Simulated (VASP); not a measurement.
# TiC (Fm-3m) in VASP: notebook

The runs below take TiC through single point, with PBE.

All numbers are computed with VASP 6.6.1; they aren't measurements. Logs are shortened: lines on timing, memory, paths and dates and some standing lists are left out, and cuts for length are marked.

## 1. The cell of the first run

It takes space group Fm-3m (No. 225, cubic). Conventional cell: a = 4.332 Å, b = 4.332 Å, c = 4.332 Å, α = 90.00°, β = 90.00°, γ = 90.00°. Ti (site symmetry m-3m) has 6 C at 2.17 Å within 2.9 Å. Within 2.9 Å of C (site symmetry m-3m) lie 6 Ti at 2.17 Å.

## 2. Single point, PBE

File INCAR:

```
PREC = Accurate
ENCUT = 600
EDIFF = 1E-6
ISMEAR = 0
SIGMA = 0.05
LREAL = F
LASPH = T
NELM = 120
ALGO = Normal
ISIF = 2
LWAVE = F
LCHARG = T
GGA = PE
LELF = T
LVHAR = T
NBANDS = 15
GGA_COMPAT = F
```

File KPOINTS:

```
Automatic mesh
0
Gamma
  6 6 6
```

File POSCAR:

```
TiC
1.0
    0.0000000000      2.1658955069      2.1658955069
    2.1658955069      0.0000000000      2.1658955069
    2.1658955069      2.1658955069      0.0000000000
Ti C
1 1
Direct
    0.0000000000      0.0000000000      0.0000000000
    0.5000000000      0.5000000000      0.5000000000
```

Potentials or basis: VASP PAW PBE potentials, release 64 (Ti_sv, C).

Started as:

```sh
> cat potpaw_PBE.64/Ti_sv/POTCAR potpaw_PBE.64/C/POTCAR > POTCAR
> mpirun -np 1 vasp_std > vasp.out
```

OUTCAR:

```text
PREC = Accurate
   ENCUT = 600
   EDIFF = 1E-6
   ISMEAR = 0
   LREAL = F
   LASPH = T
   NELM = 120
   ISIF = 2
   GGA = PE

 ion  position               nearest neighbor table
   1  0.000  0.000  0.000-   2 2.17   2 2.17   2 2.17   2 2.17   2 2.17   2 2.17
   2  0.500  0.500  0.500-   1 2.17   1 2.17   1 2.17   1 2.17   1 2.17   1 2.17

  LATTYP: Found a face centered cubic cell.
 ALAT       =     4.3317910138

  Lattice vectors:

 A1 = (   0.0000000000,   2.1658955069,   2.1658955069)
 A2 = (   2.1658955069,   0.0000000000,   2.1658955069)
 A3 = (   2.1658955069,   2.1658955069,   0.0000000000)

Analysis of symmetry for initial positions (statically):
=====================================================================
 Subroutine PRICEL returns:
 Original cell was already a primitive cell.

 Routine SETGRP: Setting up the symmetry group for a
 face centered cubic supercell.

 Subroutine GETGRP returns: Found 48 space group operations
 (whereof 48 operations were pure point group operations)
 out of a pool of 48 trial point group operations.

The static configuration has the point symmetry O_h .

Analysis of symmetry for dynamics (positions and initial velocities):
=====================================================================
 Subroutine PRICEL returns:
 Original cell was already a primitive cell.

 Routine SETGRP: Setting up the symmetry group for a
 face centered cubic supercell.

 Subroutine GETGRP returns: Found 48 space group operations
 (whereof 48 operations were pure point group operations)
 out of a pool of 48 trial point group operations.

The dynamic configuration has the point symmetry O_h .

 Subroutine INISYM returns: Found 48 space group operations
 (whereof 48 operations are pure point group operations),
 and found     1 'primitive' translations

----------------------------------------------------------------------------------------

                                     Primitive cell

  volume of cell :      20.3209

  direct lattice vectors                    reciprocal lattice vectors
     0.000000000  2.165895507  2.165895507    -0.230851395  0.230851395  0.230851395
     2.165895507  0.000000000  2.165895507     0.230851395 -0.230851395  0.230851395
     2.165895507  2.165895507  0.000000000     0.230851395  0.230851395 -0.230851395

  length of vectors
     3.063038801  3.063038801  3.063038801     0.399846346  0.399846346  0.399846346

  position of ions in fractional coordinates (direct lattice)
     0.000000000  0.000000000  0.000000000
     0.500000000  0.500000000  0.500000000

  ion indices of the primitive-cell ions
   primitive index   ion index
                 1           1
                 2           2

----------------------------------------------------------------------------------------

 KPOINTS: Automatic mesh

Automatic generation of k-mesh.
 Grid dimensions read from file:
 generate k-points for:    6    6    6

 Generating k-lattice:

  Cartesian coordinates                     Fractional coordinates (reciprocal lattice)
    -0.038475233  0.038475233  0.038475233     0.166666667  0.000000000  0.000000000
     0.038475233 -0.038475233  0.038475233     0.000000000  0.166666667  0.000000000
     0.038475233  0.038475233 -0.038475233     0.000000000  0.000000000  0.166666667

  Length of vectors
     0.066641058  0.066641058  0.066641058

  Shift w.r.t. Gamma in fractional coordinates (k-lattice)
     0.000000000  0.000000000  0.000000000

 Subroutine IBZKPT returns following result:
 ===========================================

 Found     16 irreducible k-points:

 Following reciprocal coordinates:
            Coordinates               Weight
  0.000000  0.000000  0.000000      1.000000
  0.166667  0.000000  0.000000      8.000000
  0.333333  0.000000  0.000000      8.000000
  0.500000  0.000000  0.000000      4.000000
  0.166667  0.166667  0.000000      6.000000
  0.333333  0.166667  0.000000     24.000000
[... 8 lines left out ...]
 -0.333333  0.333333  0.166667     24.000000
 -0.333333  0.500000  0.166667     12.000000
   k-points           NKPTS =     16   k-points in BZ     NKDIM =     16   number of bands    NBANDS=     15
   number of dos      NEDOS =    301   number of ions     NIONS =      2
   total plane-waves  NPLWV =  13824
   dimension x,y,z NGX =    24 NGY =   24 NGZ =   24
   dimension x,y,z NGXF=    48 NGYF=   48 NGZF=   48
   ions per type =               1   1
   NGX,Y,Z   is equivalent  to a cutoff of  13.03, 13.03, 13.03 a.u.
   NGXF,Y,Z  is equivalent  to a cutoff of  26.05, 26.05, 26.05 a.u.
 SYSTEM =  unknown system
   PREC   = accura    normal or accurate (medium, high low for compatibility)
   ISTART =      0    job   : 0-new  1-cont  2-samecut
   ICHARG =      2    charge: 1-file 2-atom 10-const
   ISPIN  =      1    spin polarized calculation?
   LNONCOLLINEAR =      F non collinear calculations
   LSORBIT =      F    spin-orbit coupling
   LASPH  =      T    aspherical Exc in radial PAW
   ENCUT  =  600.0 eV  44.10 Ry    6.64 a.u.   6.12  6.12  6.12*2*pi/ulx,y,z
   NELM   =    120;   NELMIN=  2; NELMDL= -5     # of ELM steps
   EDIFF  = 0.1E-05   stopping-criterion for ELM
   LREAL  =      F    real-space projection
   EDIFFG = 0.1E-04   stopping-criterion for IOM
   NSW    =      0    number of steps for IOM
   IBRION =     -1    ionic relax: 0-MD 1-quasi-New 2-CG
   NFREE  =      0    steps in history (QN), initial steepest desc. (CG)
   ISIF   =      2    stress and relaxation
   ISYM   =      2    0-nonsym 1-usesym 2-fastsym
   POTIM  = 0.5000    time-step for ionic-motion
   TEBEG  =    0.0;   TEEND  =   0.0 temperature during run
   PSTRESS=    0.0 pullay stress
   NELECT =      16.0000    total number of electrons
   NUPDOWN=      -1.0000    fix difference up-down
   EMIN   =  10.00;   EMAX   =-10.00  energy-range for DOS
   EFERMI =   0.00;   METHOD = LEGACY
   ISMEAR =     0;   SIGMA  =   0.05  broadening in eV -4-tet -1-fermi 0-gaus
   EFERMI_NEDOS =   21; number of points for ismear=-14 and -15
   IALGO  =     38    algorithm
   IMIX   =      4    mixing-type and parameters
     AMIX     =   0.40;   BMIX     =  1.00
     AMIX_MAG =   1.60;   BMIX_MAG =  1.00
  volume/ion in A,a.u.               =      10.16        68.57
  Fermi-wavevector in a.u.,A,eV,Ry     =   1.511706  2.856710 31.092781  2.285255
  Thomas-Fermi vector in A             =   2.621728
   LORBIT       =      0    0 simple, 1 ext, 2 COOP (PROOUT), +10 PAW based schemes
   GGA     = PE    functional components
   LHFCALC =     F    Hartree Fock is set to
   AEXX    =    0.0000 exact exchange contribution
   IVDW    =     0    specifies the selected vdW correction
   LEPSILON=     F    determine dielectric tensor
   LRPA    =     F    only Hartree local field effects (RPA)
 non-spin polarized calculation
 Gauss-broadening in eV      SIGMA  =   0.05
  energy-cutoff  :      600.00
  volume of cell :       20.32
 maximum number of plane-waves:       700
   NGX = 13   NGY = 13   NGZ = 13

 number of electron      16.0000000 magnetization

 Free energy of the ion-electron system (eV)
  ---------------------------------------------------
  ext. energy  EPLUGINS =         0.00000000
  ---------------------------------------------------
  free energy    TOTEN  =       -18.69788327 eV

  energy without entropy =      -18.69776861  energy(sigma->0) =      -18.69782594

 E-fermi :   9.2959     XC(G=0): -12.6953

 val. band max:        9.2054062411   @ k =   0.1667   0.1667   0.0000
 cond. band min:       9.3779461967   @ k =   0.5000   0.5000   0.0000
 fundamental gap:      0.1725399556
 Fermi energy:         9.2958976754

 k-point     1 :       0.0000    0.0000    0.0000
  band No.  band energies     occupation
      1     -47.1775      2.00000
      2     -23.2026      2.00000
      3     -23.2026      2.00000
      4     -23.2026      2.00000
      5      -2.9823      2.00000
      6      10.1043      0.00000
      7      10.1043      0.00000
      8      10.1043      0.00000
      9      11.0916      0.00000
     10      11.0916      0.00000
     11      11.0916      0.00000
     12      11.1237      0.00000
     13      11.1237      0.00000
     14      19.8925      0.00000
     15      23.4414      0.00000

 k-point     2 :       0.1667    0.0000    0.0000
  band No.  band energies     occupation
      1     -47.1595      2.00000
      2     -23.3300      2.00000
      3     -23.2146      2.00000
      4     -23.2146      2.00000
      5      -2.3736      2.00000
      6       8.1077      2.00000
      7       8.6117      2.00000
      8       8.6117      2.00000
      9      10.6958      0.00000
     10      10.6958      0.00000
     11      11.8508      0.00000
     12      13.8850      0.00000
     13      13.8850      0.00000
     14      20.6881      0.00000
     15      23.4706      0.00000

 k-point     3 :       0.3333    0.0000    0.0000
  band No.  band energies     occupation
      1     -47.1231      2.00000
      2     -23.5775      2.00000
      3     -23.2386      2.00000
      4     -23.2386      2.00000
      5      -0.8146      2.00000
      6       5.2933      2.00000
      7       7.0601      2.00000
      8       7.0601      2.00000
      9      11.7125      0.00000
     10      11.7125      0.00000
     11      12.7088      0.00000
     12      16.4201      0.00000
     13      16.4201      0.00000
     14      19.3499      0.00000
     15      24.8008      0.00000
[... 199 lines left out ...]
 k-point    15 :      -0.3333    0.3333    0.1667
  band No.  band energies     occupation
      1     -47.0868      2.00000
      2     -23.5741      2.00000
      3     -23.4417      2.00000
      4     -23.3246      2.00000
      5       0.0391      2.00000
      6       5.2006      2.00000
      7       6.3510      2.00000
      8       7.0268      2.00000
      9      12.0435      0.00000
     10      12.0734      0.00000
     11      13.1230      0.00000
     12      15.1732      0.00000
     13      15.4619      0.00000
     14      21.6752      0.00000
     15      23.4334      0.00000

 k-point    16 :      -0.3333    0.5000    0.1667
  band No.  band energies     occupation
      1     -47.0807      2.00000
      2     -23.5706      2.00000
      3     -23.4374      2.00000
      4     -23.3760      2.00000
      5      -0.2714      2.00000
      6       6.0633      2.00000
      7       6.6911      2.00000
      8       7.2358      2.00000
      9      11.2139      0.00000
     10      12.7509      0.00000
     11      12.9269      0.00000
     12      13.8872      0.00000
     13      14.9586      0.00000
     14      23.1117      0.00000
     15      23.4733      0.00000

------------------------ aborting loop because EDIFF is reached ----------------------------------------

  FORCE on cell =-STRESS in cart. coord.  units (eV):
  Direction    XX          YY          ZZ          XY          YZ          ZX
  --------------------------------------------------------------------------------------
  -------------------------------------------------------------------------------------
  Total        0.0368322      0.0368322      0.0368322      0.0000000      0.0000000      0.0000000
  in kB        2.9039965      2.9039965      2.9039965      0.0000000      0.0000000      0.0000000
  external PRESSURE =       2.9039965 kB  Pullay stress =       0.0000000 kB

 VOLUME and BASIS-vectors are now :
 -----------------------------------------------------------------------------
  energy-cutoff  :      600.00
  volume of cell :       20.32
      direct lattice vectors                 reciprocal lattice vectors
     0.000000000  2.165895507  2.165895507    -0.230851395  0.230851395  0.230851395
     2.165895507  0.000000000  2.165895507     0.230851395 -0.230851395  0.230851395
     2.165895507  2.165895507  0.000000000     0.230851395  0.230851395 -0.230851395

 POSITION                                       TOTAL-FORCE (eV/Angst)
 -----------------------------------------------------------------------------------
      0.00000      0.00000      0.00000         0.000000      0.000000      0.000000
      2.16590      2.16590      2.16590         0.000000      0.000000      0.000000
 -----------------------------------------------------------------------------------
    total drift:                                0.000000     -0.000000     -0.000000

  FREE ENERGIE OF THE ION-ELECTRON SYSTEM (eV)
  ---------------------------------------------------
  free  energy   TOTEN  =       -18.6978832736 eV

  energy  without entropy=      -18.6977686137  energy(sigma->0) =      -18.69782594
```

Run time: 12 s. Hardware: 1 thread of AMD EPYC 7R43 (Zen 3), shared host; peak memory 0.1 GiB.

Results:

| Quantity | Value |
| --- | --- |
| Free energy | -18.6979 eV |
| Pressure | 0.3 GPa |
| Band gap on the k mesh | zero (band 8 reaches 10.10 eV, above the bottom of band 9 at 9.07 eV) |

Caveat: the k points lie up to 0.42 Å⁻¹ apart.

(Continued in part 2 of 2.)
